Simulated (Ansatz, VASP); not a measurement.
## Sr in VASP and in Ansatz

The input INCAR:

```
SYSTEM = Sr
PREC     = Accurate       ! precision mode
ENCUT    = 520            ! plane-wave cutoff, eV
EDIFF    = 1E-6           ! SCF threshold, eV
ISMEAR   = -1             ! smearing method
SIGMA    = 0.1            ! smearing width, eV
LREAL    = .FALSE.        ! projectors in reciprocal space
LASPH    = .TRUE.         ! aspherical terms in the spheres
NELM     = 60             ! most SCF steps
ALGO     = Normal         ! electronic algorithm
ISIF     = 2              ! what is computed and relaxed
LWAVE    = .FALSE.        ! write WAVECAR
LCHARG   = .FALSE.        ! write CHGCAR
GGA      = PE             ! functional
NBANDS   = 17             ! bands
```

Contents of KPOINTS:

```
Automatic mesh
0
G
  10 10 10
  0 0 0
```

File POSCAR:

```
Sr
1.0
    0.0000000000      4.9223014554      4.9223014554
    4.9223014554      0.0000000000      4.9223014554
    4.9223014554      4.9223014554      0.0000000000
Sr
2
Direct
    0.1250000000      0.1250000000      0.1250000000
    0.8750000000      0.8750000000      0.8750000000
```

Input for Ansatz:

```yaml
crystal:
  lattice:
    - [0.0, 4.9223014554, 4.9223014554]
    - [4.9223014554, 0.0, 4.9223014554]
    - [4.9223014554, 4.9223014554, 0.0]
  atoms:
    - { symbol: Sr, position: [0.125, 0.125, 0.125] }
    - { symbol: Sr, position: [0.875, 0.875, 0.875] }
hamiltonian:
  xc: pbe
  pseudopotentials:
    kind: paw
    azcp:
      Sr: "pseudopotentials/Sr.paw.azcp"
basis:
  ecutwfc: 420
  fft_grid_basis: typed
kpoints:
  mp_grid: { grid: [10, 10, 10], shift: [0, 0, 0] }
magnetization:
  spin_polarized: false
scf:
  occupations: { method: fermi_dirac, width: 0.1 }
output:
  stress: true
```

Alike in both runs: task single point; functional PBE; k mesh 10 × 10 × 10; occupations fermi-dirac, width 0.1 eV; no spin polarisation.

|  | VASP | Ansatz |
| --- | --- | --- |
| version | VASP 6.6.1 | Ansatz 0.2.0 |
| potentials or method | VASP PAW PBE potentials, release 64 (Sr_sv), cutoff 520 eV | plane waves (420 eV) with PAW, scalar-relativistic |
| valence electrons in the cell | 20 | 20 |

|  | VASP | Ansatz | Ansatz less VASP |
| --- | --- | --- | --- |
| pressure (GPa) | -0.2 | -0.2 | 0.00 |
